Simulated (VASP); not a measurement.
Here is a VASP 6.6.1 calculation.

Contents of INCAR:

```
  PREC = Accurate
  ENCUT = 520
  EDIFF = 1E-7
  ISMEAR = -1
  SIGMA = 0.05
  LREAL = F
  LASPH = T
  NELM = 100
  ALGO = Normal
  ISIF = 2
  LWAVE = F
  LCHARG = F
  GGA = PS
  NBANDS = 11
```

Contents of KPOINTS:

```
regular mesh
0
Gamma
  10 10 10
```

The input POSCAR:

```
Hf
1.0
   -1.7463737957      1.7463737957      1.7463737957
    1.7463737957     -1.7463737957      1.7463737957
    1.7463737957      1.7463737957     -1.7463737957
Hf
1
Direct
    0.0000000000      0.0000000000      0.0000000000
```

Potentials or basis: VASP PAW PBE potentials, release 64 (Hf_pv).

The run is started by

```console
$ cat potpaw_PBE.64/Hf_pv/POTCAR > POTCAR
$ mpirun -np 1 vasp_std > vasp.out
```

Q: Estimate the band gap on the k mesh.

A: Zero (band 5 reaches 6.29 eV, above the bottom of band 6 at 3.95 eV).

Q: Predict the pressure.

A: -0.3 GPa.

Caveat: the PAW data sets were made with another functional, which shifts forces and pressure a little; spin-orbit coupling is left out, which moves the levels of the heavy elements.
